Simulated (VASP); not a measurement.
# Cu (Fm-3m) in VASP: a series of runs

Cu is run at these levels: LDA; tasks: single point, relaxation of cell and atoms.

Everything below comes from runs of VASP 6.6.1. Logs are shortened: lines on timing, memory, paths and dates and some standing lists are left out, and cuts for length are marked.

## (1) The cell of the first run

The structure is cubic, space group Fm-3m (No. 225). Conventional cell: a = 3.519 Å, b = 3.519 Å, c = 3.519 Å, α = 90.00°, β = 90.00°, γ = 90.00°. Within 3.3 Å of Cu (site symmetry m-3m) lie 12 Cu at 2.49 Å.

## (2) Single point, LDA

Contents of INCAR:

```
ALGO = Normal ; EDIFF = 1E-6
ENCUT = 600 ; GGA_COMPAT = F
ISIF = 2 ; ISMEAR = -1
LASPH = T ; LCHARG = F
LREAL = F ; LWAVE = F
NBANDS = 12 ; NELM = 120
PREC = Accurate ; SIGMA = 0.1
```

Contents of KPOINTS:

```
k-points
0
Gamma
  10 10 10
```

Contents of POSCAR:

```
Cu
1.0
    0.0000000000      1.7593367487      1.7593367487
    1.7593367487      0.0000000000      1.7593367487
    1.7593367487      1.7593367487      0.0000000000
Cu
1
Direct
    0.0000000000      0.0000000000      0.0000000000
```

Potentials or basis: VASP PAW LDA potentials, release 64 (Cu).

Started as:

```console
$ cat potpaw_LDA.64/Cu/POTCAR > POTCAR
$ mpirun -np 1 vasp_std > vasp.out
```

OUTCAR:

```text
EDIFF = 1E-6
   ENCUT = 600
   ISIF = 2
   ISMEAR = -1
   LASPH = T
   LREAL = F
   NELM = 120
   PREC = Accurate

 ion  position               nearest neighbor table
   1  0.000  0.000  0.000-

  LATTYP: Found a face centered cubic cell.
 ALAT       =     3.5186734974

  Lattice vectors:

 A1 = (   0.0000000000,   1.7593367487,   1.7593367487)
 A2 = (   1.7593367487,   0.0000000000,   1.7593367487)
 A3 = (   1.7593367487,   1.7593367487,   0.0000000000)

Analysis of symmetry for initial positions (statically):
=====================================================================
 Subroutine PRICEL returns:
 Original cell was already a primitive cell.

 Routine SETGRP: Setting up the symmetry group for a
 face centered cubic supercell.

 Subroutine GETGRP returns: Found 48 space group operations
 (whereof 48 operations were pure point group operations)
 out of a pool of 48 trial point group operations.

The static configuration has the point symmetry O_h .

Analysis of symmetry for dynamics (positions and initial velocities):
=====================================================================
 Subroutine PRICEL returns:
 Original cell was already a primitive cell.

 Routine SETGRP: Setting up the symmetry group for a
 face centered cubic supercell.

 Subroutine GETGRP returns: Found 48 space group operations
 (whereof 48 operations were pure point group operations)
 out of a pool of 48 trial point group operations.

The dynamic configuration has the point symmetry O_h .

 Subroutine INISYM returns: Found 48 space group operations
 (whereof 48 operations are pure point group operations),
 and found     1 'primitive' translations

----------------------------------------------------------------------------------------

                                     Primitive cell

  volume of cell :      10.8912

  direct lattice vectors                    reciprocal lattice vectors
     0.000000000  1.759336749  1.759336749    -0.284198008  0.284198008  0.284198008
     1.759336749  0.000000000  1.759336749     0.284198008 -0.284198008  0.284198008
     1.759336749  1.759336749  0.000000000     0.284198008  0.284198008 -0.284198008

  length of vectors
     2.488077891  2.488077891  2.488077891     0.492245390  0.492245390  0.492245390

  position of ions in fractional coordinates (direct lattice)
     0.000000000  0.000000000  0.000000000

  ion indices of the primitive-cell ions
   primitive index   ion index
                 1           1

----------------------------------------------------------------------------------------

 KPOINTS: k-points

Automatic generation of k-mesh.
 Grid dimensions read from file:
 generate k-points for:   10   10   10

 Generating k-lattice:

  Cartesian coordinates                     Fractional coordinates (reciprocal lattice)
    -0.028419801  0.028419801  0.028419801     0.100000000  0.000000000  0.000000000
     0.028419801 -0.028419801  0.028419801     0.000000000  0.100000000  0.000000000
     0.028419801  0.028419801 -0.028419801     0.000000000  0.000000000  0.100000000

  Length of vectors
     0.049224539  0.049224539  0.049224539

  Shift w.r.t. Gamma in fractional coordinates (k-lattice)
     0.000000000  0.000000000  0.000000000

 Subroutine IBZKPT returns following result:
 ===========================================

 Found     47 irreducible k-points:

 Following reciprocal coordinates:
            Coordinates               Weight
  0.000000  0.000000  0.000000      1.000000
  0.100000  0.000000  0.000000      8.000000
  0.200000  0.000000  0.000000      8.000000
  0.300000  0.000000  0.000000      8.000000
  0.400000  0.000000  0.000000      8.000000
  0.500000  0.000000  0.000000      4.000000
[... 16 lines left out ...]
  0.300000  0.300000  0.000000      6.000000
  0.400000  0.300000  0.000000     24.000000
 [... further k-points ...]
   k-points           NKPTS =     47   k-points in BZ     NKDIM =     47   number of bands    NBANDS=     12
   number of dos      NEDOS =    301   number of ions     NIONS =      1
   total plane-waves  NPLWV =   8000
   dimension x,y,z NGX =    20 NGY =   20 NGZ =   20
   dimension x,y,z NGXF=    40 NGYF=   40 NGZF=   40
   ions per type =               1
   NGX,Y,Z   is equivalent  to a cutoff of  13.36, 13.36, 13.36 a.u.
   NGXF,Y,Z  is equivalent  to a cutoff of  26.73, 26.73, 26.73 a.u.
 SYSTEM =  unknown system
   PREC   = accura    normal or accurate (medium, high low for compatibility)
   ISTART =      0    job   : 0-new  1-cont  2-samecut
   ICHARG =      2    charge: 1-file 2-atom 10-const
   ISPIN  =      1    spin polarized calculation?
   LNONCOLLINEAR =      F non collinear calculations
   LSORBIT =      F    spin-orbit coupling
   LASPH  =      T    aspherical Exc in radial PAW
   ENCUT  =  600.0 eV  44.10 Ry    6.64 a.u.   4.97  4.97  4.97*2*pi/ulx,y,z
   NELM   =    120;   NELMIN=  2; NELMDL= -5     # of ELM steps
   EDIFF  = 0.1E-05   stopping-criterion for ELM
   LREAL  =      F    real-space projection
   EDIFFG = 0.1E-04   stopping-criterion for IOM
   NSW    =      0    number of steps for IOM
   IBRION =     -1    ionic relax: 0-MD 1-quasi-New 2-CG
   NFREE  =      0    steps in history (QN), initial steepest desc. (CG)
   ISIF   =      2    stress and relaxation
   ISYM   =      2    0-nonsym 1-usesym 2-fastsym
   POTIM  = 0.5000    time-step for ionic-motion
   TEBEG  =    0.0;   TEEND  =   0.0 temperature during run
   PSTRESS=    0.0 pullay stress
   NELECT =      11.0000    total number of electrons
   NUPDOWN=      -1.0000    fix difference up-down
   EMIN   =  10.00;   EMAX   =-10.00  energy-range for DOS
   EFERMI =   0.00;   METHOD = LEGACY
   ISMEAR =    -1;   SIGMA  =   0.10  broadening in eV -4-tet -1-fermi 0-gaus
   EFERMI_NEDOS =   21; number of points for ismear=-14 and -15
   IALGO  =     38    algorithm
   IMIX   =      4    mixing-type and parameters
     AMIX     =   0.40;   BMIX     =  1.00
     AMIX_MAG =   1.60;   BMIX_MAG =  1.00
  volume/ion in A,a.u.               =      10.89        73.50
  Fermi-wavevector in a.u.,A,eV,Ry     =   1.642530  3.103932 36.707242  2.697906
  Thomas-Fermi vector in A             =   2.732817
   LORBIT       =      0    0 simple, 1 ext, 2 COOP (PROOUT), +10 PAW based schemes
   GGA     = CA    functional components
   LHFCALC =     F    Hartree Fock is set to
   AEXX    =    0.0000 exact exchange contribution
   IVDW    =     0    specifies the selected vdW correction
   LEPSILON=     F    determine dielectric tensor
   LRPA    =     F    only Hartree local field effects (RPA)
 non-spin polarized calculation
  energy-cutoff  :      600.00
  volume of cell :       10.89
 maximum number of plane-waves:       372
   NGX =  9   NGY =  9   NGZ =  9

 number of electron      10.9999998 magnetization

 Free energy of the ion-electron system (eV)
  ---------------------------------------------------
  ext. energy  EPLUGINS =         0.00000000
  ---------------------------------------------------
  free energy    TOTEN  =        -4.70066723 eV

  energy without entropy =       -4.68545125  energy(sigma->0) =       -4.69305924

 E-fermi :   8.3291     XC(G=0): -13.5843

 val. band max:        8.2157021664   @ k =   0.5000   0.1000   0.0000
 cond. band min:       8.5281087200   @ k =   0.5000   0.3000   0.1000
 fundamental gap:      0.3124065536
 Fermi energy:         8.3291435958

 k-point     1 :       0.0000    0.0000    0.0000
  band No.  band energies     occupation
      1      -1.5839      2.00000
      2       5.0537      2.00000
      3       5.0537      2.00000
      4       5.0537      2.00000
      5       6.0031      2.00000
      6       6.0031      2.00000
      7      31.7173      0.00000
      8      34.8360      0.00000
      9      34.8360      0.00000
     10      34.8360      0.00000
     11      37.4510      0.00000
     12      37.4510      0.00000

 k-point     2 :       0.1000    0.0000    0.0000
  band No.  band energies     occupation
      1      -1.2001      2.00000
      2       4.9695      2.00000
      3       5.1266      2.00000
      4       5.1266      2.00000
      5       5.9766      2.00000
      6       5.9766      2.00000
      7      29.3779      0.00000
      8      32.6652      0.00000
      9      33.9346      0.00000
     10      33.9346      0.00000
     11      38.8268      0.00000
     12      38.8268      0.00000

 k-point     3 :       0.2000    0.0000    0.0000
  band No.  band energies     occupation
      1      -0.1028      2.00000
      2       4.8012      2.00000
      3       5.2369      2.00000
      4       5.2369      2.00000
      5       5.9989      2.00000
      6       5.9989      2.00000
      7      24.1061      0.00000
      8      32.0920      0.00000
      9      32.8134      0.00000
     10      32.8134      0.00000
     11      39.3170      0.00000
     12      39.3578      0.00000
[... 286 lines left out ...]
 k-point    23 :       0.3000    0.3000    0.0000
  band No.  band energies     occupation
      1       2.2025      2.00000
      2       3.9968      2.00000
      3       5.6903      2.00000
      4       6.0805      2.00000
      5       6.0805      2.00000
      6       6.4108      2.00000
      7      24.7096      0.00000
      8      24.8997      0.00000
      9      24.8997      0.00000
     10      27.7205      0.00000
     11      31.0685      0.00000
     12      49.0085      0.00000

 k-point    24 :       0.4000    0.3000    0.0000
  band No.  band energies     occupation
      1       2.9146      2.00000
      2       3.8440      2.00000
      3       5.6559      2.00000
      4       6.1521      2.00000
      5       6.6112      2.00000
      6       7.2644      1.99995
      7      21.1329      0.00000
      8      22.0869      0.00000
      9      24.0374      0.00000
     10      28.4042      0.00000
     11      32.4666      0.00000
     12      47.5984      0.00000

 [... further k-points ...]

------------------------ aborting loop because EDIFF is reached ----------------------------------------

  FORCE on cell =-STRESS in cart. coord.  units (eV):
  Direction    XX          YY          ZZ          XY          YZ          ZX
  --------------------------------------------------------------------------------------
  -------------------------------------------------------------------------------------
  Total        0.0641775      0.0641775      0.0641775      0.0000000      0.0000000      0.0000000
  in kB        9.4409714      9.4409714      9.4409714      0.0000000      0.0000000      0.0000000
  external PRESSURE =       9.4409714 kB  Pullay stress =       0.0000000 kB

 VOLUME and BASIS-vectors are now :
 -----------------------------------------------------------------------------
  energy-cutoff  :      600.00
  volume of cell :       10.89
      direct lattice vectors                 reciprocal lattice vectors
     0.000000000  1.759336749  1.759336749    -0.284198008  0.284198008  0.284198008
     1.759336749  0.000000000  1.759336749     0.284198008 -0.284198008  0.284198008
     1.759336749  1.759336749  0.000000000     0.284198008  0.284198008 -0.284198008

 POSITION                                       TOTAL-FORCE (eV/Angst)
 -----------------------------------------------------------------------------------
      0.00000      0.00000      0.00000        -0.000000      0.000000      0.000000
 -----------------------------------------------------------------------------------
    total drift:                               -0.000000     -0.000000     -0.000000

  FREE ENERGIE OF THE ION-ELECTRON SYSTEM (eV)
  ---------------------------------------------------
  free  energy   TOTEN  =        -4.7006672290 eV

  energy  without entropy=       -4.6854512517  energy(sigma->0) =       -4.69305924
```

Wall time 4.9 s (1 thread of AMD EPYC 7R13 (Zen 3), shared host); peak memory 0.09 GiB.

What came out:

* Free energy: -4.7007 eV
* Pressure: 0.9 GPa
* Band gap on the k mesh: zero (an odd number of electrons rules out a gap without spin polarisation)

## (3) Relaxation of cell and atoms, LDA

This run uses another cell than the first one, of 11.81 Å³/atom.

Contents of INCAR:

```
PREC     = Accurate       # precision mode
ENCUT    = 600            # plane-wave cutoff, eV
EDIFF    = 1E-7           # SCF threshold, eV
ISMEAR   = -1             # smearing method
SIGMA    = 0.1            # smearing width, eV
LREAL    = False          # projectors in reciprocal space
LASPH    = True           # aspherical terms in the spheres
NELM     = 120            # most SCF steps
ALGO     = Normal         # electronic algorithm
ISIF     = 3              # what is computed and relaxed
LWAVE    = False          # write WAVECAR
LCHARG   = False          # write CHGCAR
IBRION   = 2              # ionic algorithm
NSW      = 80             # ionic steps
EDIFFG   = -0.03          # ionic threshold
GGA_COMPAT= False        
NELMIN   = 4
```

Contents of KPOINTS:

```
Automatic mesh
0
Gamma
  10 10 10
```

Contents of POSCAR:

```
Cu
1.0
    0.0000000000      1.8075000000      1.8075000000
    1.8075000000      0.0000000000      1.8075000000
    1.8075000000      1.8075000000      0.0000000000
Cu
1
Direct
    0.0000000000      0.0000000000      0.0000000000
```

Potentials or basis: VASP PAW LDA potentials, release 64 (Cu).

Started as:

```console
$ cat potpaw_LDA.64/Cu/POTCAR > POTCAR
$ mpirun -np 1 vasp_std > vasp.out
```

Wall time 8.8 s (1 thread of AMD EPYC 7R13 (Zen 3), shared host); peak memory 0.09 GiB.

Results (log left out):

```yaml
Free_energy: -4.7012 eV
Relaxed_volume: 10.95 Å³/atom
Relaxed_cell: a = 2.492 Å, b = 2.492 Å, c = 2.492 Å, α = 60.00°, β = 60.00°, γ = 60.00°
Space_group_after_relaxing_to_0.1_Å: Fm-3m (No. 225)
Energy_gained_by_relaxing: 33.8 meV/atom
Ionic_steps: 3
Pressure_after_relaxing: -0.1 GPa
Band_gap_on_the_k_mesh: zero (an odd number of electrons rules out a gap without spin polarisation)
```

Step by step:
| step | energy change (eV) | largest force (eV/Å) | pressure (GPa) | volume (Å³) |
| --- | --- | --- | --- | --- |
| 1 | 0.0000 | 0.0000 | -11.54 | 11.81 |
| 2 | -0.0177 | 0.0000 | 10.22 | 10.42 |
| 3 | -0.0338 | 0.0000 | -0.05 | 10.95 |

Final structure:
```
Cu
1.0
     0.00000    1.76230    1.76230
     1.76230    0.00000    1.76230
     1.76230    1.76230    0.00000
Cu
1
Cartesian
  0.0000 0.0000 0.0000
```

Levels at points of the mesh, in eV from the Fermi level:
| k point | band 2 | band 3 | band 4 | band 5 | band 6 | band 7 | band 8 | band 9 |
| --- | --- | --- | --- | --- | --- | --- | --- | --- |
| (0.00, 0.00, 0.00) | -3.26 | -3.26 | -3.26 | -2.32 | -2.32 | 23.35 | 26.43 | 26.43 |
| (0.50, 0.00, 0.00) | -3.29 | -3.29 | -1.68 | -1.68 | -1.14 | 4.19 | 21.83 | 23.19 |
| (0.50, 0.50, 0.00) | -4.82 | -1.69 | -1.52 | -1.52 | 1.50 | 7.73 | 13.67 | 13.67 |

The gap in the log of VASP goes by the Fermi energy; the results here count the filled bands.